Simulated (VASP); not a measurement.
# CdSe (CsCl type) (Pm-3m) in VASP: notebook, part 2 of 2

VASP 6.6.1. Earlier steps stand in the parts before.

## (3) Relaxation of cell and atoms, PBE, target pressure 5.2 GPa, at which the enthalpy is minimised

This run uses another cell than the first one, of 20.63 Å³/atom, 0.988 times its volume.

INCAR reads:

```
SYSTEM = CdSe
PREC     = Accurate       ! precision mode
ENCUT    = 600            ! plane-wave cutoff, eV
EDIFF    = 1E-6           ! SCF threshold, eV
ISMEAR   = -1             ! smearing method
SIGMA    = 0.05           ! smearing width, eV
LREAL    = .FALSE.        ! projectors in reciprocal space
LASPH    = .TRUE.         ! aspherical terms in the spheres
NELM     = 100            ! most SCF steps
ALGO     = Normal         ! electronic algorithm
ISIF     = 3              ! what is computed and relaxed
LWAVE    = .FALSE.        ! write WAVECAR
LCHARG   = .FALSE.        ! write CHGCAR
GGA      = PE             ! functional
IBRION   = 2              ! ionic algorithm
NSW      = 60             ! ionic steps
EDIFFG   = -0.005         ! ionic threshold
PSTRESS  = 52.0
```

KPOINTS reads:

```
Automatic mesh
0
G
  13 13 13
  0 0 0
```

POSCAR reads:

```
CdSe
1.0
    3.4554164662      0.0000000000      0.0000000000
    0.0000000000      3.4554164662      0.0000000000
    0.0000000000      0.0000000000      3.4554164662
Cd Se
1 1
Direct
    0.0000000000      0.0000000000      0.0000000000
    0.5000000000      0.5000000000      0.5000000000
```

Potentials or basis: VASP PAW PBE potentials, release 64 (Cd, Se).

Run with:

```sh
> cat potpaw_PBE.64/Cd/POTCAR potpaw_PBE.64/Se/POTCAR > POTCAR
> mpirun -np 1 vasp_std > vasp.out
```

OUTCAR:

```text
SYSTEM = CdSe
   PREC = Accurate
   ENCUT = 600
   EDIFF = 1E-6
   ISMEAR = -1
   LREAL = .FALSE.
   LASPH = .TRUE.
   NELM = 100
   ISIF = 3
   GGA = PE
   IBRION = 2
   NSW = 60
   EDIFFG = -0.005
   PSTRESS = 52.0

 ion  position               nearest neighbor table
   1  0.000  0.000  0.000-   2 2.99   2 2.99   2 2.99   2 2.99   2 2.99   2 2.99   2 2.99   2 2.99

   2  0.500  0.500  0.500-   1 2.99   1 2.99   1 2.99   1 2.99   1 2.99   1 2.99   1 2.99   1 2.99

  LATTYP: Found a simple cubic cell.
 ALAT       =     3.4554164662

  Lattice vectors:

 A1 = (   3.4554164662,   0.0000000000,   0.0000000000)
 A2 = (   0.0000000000,   3.4554164662,   0.0000000000)
 A3 = (   0.0000000000,   0.0000000000,   3.4554164662)

Analysis of symmetry for initial positions (statically):
=====================================================================
 Subroutine PRICEL returns:
 Original cell was already a primitive cell.

[... 261 lines left out ...]
 Fermi energy:         3.8745632418

 k-point     1 :       0.0000    0.0000    0.0000
  band No.  band energies     occupation
      1     -10.1255      2.00000
      2      -4.9680      2.00000
      3      -4.9680      2.00000
      4      -4.4668      2.00000
      5      -4.4668      2.00000
      6      -4.4668      2.00000
      7       2.5520      2.00000
      8       2.6419      2.00000
      9       2.6419      2.00000
     10       2.6419      2.00000
     11      10.0178      0.00000
     12      10.0178      0.00000
     13      15.1351      0.00000
[... 354 lines left out ...]
  band No.  band energies     occupation
      1      -8.9107      2.00000
      2      -4.8353      2.00000
      3      -4.6295      2.00000
      4      -4.5695      2.00000
      5      -4.5200      2.00000
      6      -4.4865      2.00000
      7      -1.2353      2.00000
      8       0.1220      2.00000
      9       4.0297      0.08598
     10       4.7277      0.00000
     11       9.2149      0.00000
     12      11.6830      0.00000
     13      12.2922      0.00000

 [... further k-points ...]
[... 5 lines left out ...]
  --------------------------------------------------------------------------------------
  -------------------------------------------------------------------------------------
  Total        1.3531707      1.3531707      1.3531707      0.0000000      0.0000000     -0.0000000
  in kB       51.7335409     51.7335409     51.7335409      0.0000000      0.0000000     -0.0000000
  external PRESSURE =      -0.2664591 kB  Pullay stress =      52.0000000 kB
[... 21 lines left out ...]
  energy  without entropy=       -4.2441835497  energy(sigma->0) =       -4.25013813

  enthalpy is  TOTEN    =        -2.8959523307 eV   P V=        1.3601403834

 reached required accuracy - stopping structural energy minimisation
```

Wall time 50 s (1 thread of AMD EPYC 9R45 (Zen 5), shared host); peak memory 0.17 GiB.

Results:

| Quantity | Value |
| --- | --- |
| Free energy | -4.2561 eV |
| Relaxed volume | 20.95 Å³/atom |
| Relaxed cell | a = 3.473 Å, b = 3.473 Å, c = 3.473 Å, α = 90.00°, β = 90.00°, γ = 90.00° |
| Space group after relaxing (to 0.05 Å) | Pm-3m (No. 221) |
| Energy change on relaxing (the enthalpy is what falls) | -11.9 meV/atom |
| Ionic steps | 3 |
| Pressure after relaxing | 5.2 GPa |
| Band gap on the k mesh | zero (band 9 reaches 4.10 eV, above the bottom of band 10 at 2.64 eV) |

Step by step:
```csv
step,energy change (eV),largest force (eV/Å),pressure (GPa),volume (Å³)
1,0.0000,0.0000,6.54,41.26
2,-0.0356,0.0000,4.46,42.30
3,-0.0238,0.0000,5.17,41.91
```

Final structure:
```xyz
2
Lattice="3.4735 0.0000 0.0000 0.0000 3.4735 0.0000 0.0000 0.0000 3.4735" Properties=species:S:1:pos:R:3 pbc="T T T"
Cd    0.0000    0.0000    0.0000
Se    1.7367    1.7367    1.7367
```

Caveat: the cell is relaxed towards a set pressure, so the enthalpy falls and the energy may rise.

## (4) Relaxation of cell and atoms, PBE, target pressure 5.2 GPa, at which the enthalpy is minimised

INCAR reads:

```
PREC = Accurate ; ENCUT = 600
EDIFF = 1E-6 ; ISMEAR = -1
SIGMA = 0.05 ; LREAL = False
LASPH = True ; NELM = 100
ALGO = Normal ; ISIF = 3
LWAVE = False ; LCHARG = False
GGA = PE ; IBRION = 2
NSW = 32 ; EDIFFG = -0.005
PSTRESS = 52.0
```

KPOINTS reads:

```
regular mesh
0
Gamma
  13 13 13
```

POSCAR reads:

```
CdSe
1.0
    3.4692154979      0.0000000000      0.0000000000
    0.0000000000      3.4692154979      0.0000000000
    0.0000000000      0.0000000000      3.4692154979
Cd Se
1 1
Direct
    0.0000000000      0.0000000000      0.0000000000
    0.5000000000      0.5000000000      0.5000000000
```

Run with:

```sh
> cat potpaw_PBE.64/Cd/POTCAR potpaw_PBE.64/Se/POTCAR > POTCAR
> mpirun -np 1 vasp_std > vasp.out
```

Wall time 46 s (1 thread of AMD EPYC 9R45 (Zen 5), shared host); peak memory 0.18 GiB.

It converged, with:

- Free energy: -4.2562 eV
- Relaxed volume: 20.95 Å³/atom
- Relaxed cell: a = 3.473 Å, b = 3.473 Å, c = 3.473 Å, α = 90.00°, β = 90.00°, γ = 90.00°
- Space group after relaxing (to 0.05 Å): Pm-3m (No. 221)
- Energy change on relaxing (the enthalpy is what falls): -2.5 meV/atom
- Ionic steps: 3
- Pressure after relaxing: 5.2 GPa
- Band gap on the k mesh: zero (band 9 reaches 4.10 eV, above the bottom of band 10 at 2.64 eV)

Step by step:
| step | energy change (eV) | largest force (eV/Å) | pressure (GPa) | volume (Å³) |
| --- | --- | --- | --- | --- |
| 1 | 0.0000 | 0.0000 | 5.51 | 41.75 |
| 2 | -0.0080 | 0.0000 | 5.05 | 42.00 |
| 3 | -0.0051 | 0.0000 | 5.22 | 41.91 |

Final structure:
```
Cd Se
1.0
     3.47342    0.00000    0.00000
     0.00000    3.47342    0.00000
     0.00000    0.00000    3.47342
Cd Se
1 1
Direct
  0.00000 0.00000 0.00000
  0.50000 0.50000 0.50000
```

Levels at points of the mesh, in eV from the Fermi level:
```tsv
k point	band 5	band 6	band 7	band 8	band 9	band 10	band 11	band 12	band 13
(0.00, 0.00, 0.00)	-8.34	-8.34	-1.32	-1.23	-1.23	-1.23	6.14	6.14	11.26
```

Caveat: the cell is relaxed towards a set pressure, so the enthalpy falls and the energy may rise.

## (5) The runs side by side

| task | cell | cutoff (eV) | gap on the mesh (eV) | pressure (GPa) |
| --- | --- | --- | --- | --- |
| single point | a = 3.469 Å, 2 atoms | 520 | none | 5.6 |
| relaxation of cell and atoms | relaxed to 5.2 GPa from a = 3.455 Å, 2 atoms | 600 | none | 5.2 |
| relaxation of cell and atoms | relaxed to 5.2 GPa from a = 3.469 Å, 2 atoms | 600 | none | 5.2 |

Alike in all rows: level PBE; potentials or basis VASP PAW PBE potentials, release 64 (Cd, Se); no spin polarisation; k mesh 13 × 13 × 13; smearing fermi-dirac 0.05 eV.

Caveats: the cell is relaxed towards a set pressure, so the enthalpy falls and the energy may rise (some runs).

Absolute energies hang on the potentials; compare differences alone.
